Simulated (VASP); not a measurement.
A run of VASP 6.6.1 is set up as follows.

Contents of INCAR:

```
  PREC = Accurate
  ENCUT = 520
  EDIFF = 1E-7
  ISMEAR = -1
  SIGMA = 0.08
  LREAL = F
  LASPH = T
  NELM = 100
  ALGO = Normal
  ISIF = 2
  LWAVE = F
  LCHARG = F
  GGA = CA
  NBANDS = 31
```

File KPOINTS:

```
regular mesh
0
Gamma
  4 4 4
```

The input POSCAR:

```
La3Tl
1.0
    5.0600000000      0.0000000000      0.0000000000
    0.0000000000      5.0600000000      0.0000000000
    0.0000000000      0.0000000000      5.0600000000
La Tl
3 1
Direct
   -0.0077594862      0.4904606719      0.5446798419
    0.5482749012      0.0059879447      0.4922310277
    0.4731436759      0.5318839921     -0.0267438735
   -0.0092832016     -0.0192559289     -0.0069098814
```

Potentials or basis: VASP PAW LDA potentials, release 64 (La, Tl_d).

Run with:

```bash
$ cat potpaw_LDA.64/La/POTCAR potpaw_LDA.64/Tl_d/POTCAR > POTCAR
$ mpirun -np 1 vasp_std > vasp.out
```

(1) Predict the pressure.

(2) Predict the largest force.

(3) What does it give for the band gap on the k mesh?

Answers

(1) -3.1 GPa.

(2) 0.667 eV/Å.

(3) zero (bands 23 and 24 overlap by 0.87 eV).

Caveat: the cell stands under tension; spin-orbit coupling is left out, which moves the levels of the heavy elements.
